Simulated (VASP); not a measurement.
A run of VASP 6.6.1:

INCAR

```
PREC = Accurate
ENCUT = 600
EDIFF = 1E-6
ISMEAR = 0
SIGMA = 0.1
LREAL = F
LASPH = T
NELM = 100
ALGO = Normal
ISIF = 3
LWAVE = F
LCHARG = F
GGA = PE
IBRION = 2
NSW = 100
EDIFFG = -0.01
```

KPOINTS

```
regular mesh
0
Gamma
  12 12 4
```

POSCAR

```
Al2Te2O
1.0
    3.5525914595      0.0000000000      0.0000000000
   -1.7762957297      3.0766344532      0.0000000000
    0.0000000000      0.0000000000     10.1350750832
Al Te O
2 2 1
Direct
    0.3333333333      0.6666666667      0.1128244253
    0.6666666667      0.3333333333      0.8871755747
    0.3333333333      0.6666666667      0.7109203331
    0.6666666667      0.3333333333      0.2890796669
    0.0000000000      0.0000000000      0.0000000000
```

Potentials or basis: VASP PAW PBE potentials, release 64 (Al, Te, O).

Run with:

```sh
$ cat potpaw_PBE.64/Al/POTCAR potpaw_PBE.64/Te/POTCAR potpaw_PBE.64/O/POTCAR > POTCAR
$ mpirun -np 1 vasp_std > vasp.out
```

Hardware: 1 thread of AMD EPYC 9R45 96-Core Processor (Zen 5) (shared host).

Q: How long does it take, and how much memory?

A: Wall time 5.3 min on 1 thread of AMD EPYC 9R45 96-Core Processor (Zen 5) (shared host), peak memory 0.34 GiB. Counts: scf iterations 57, k points 69, ion steps 9.
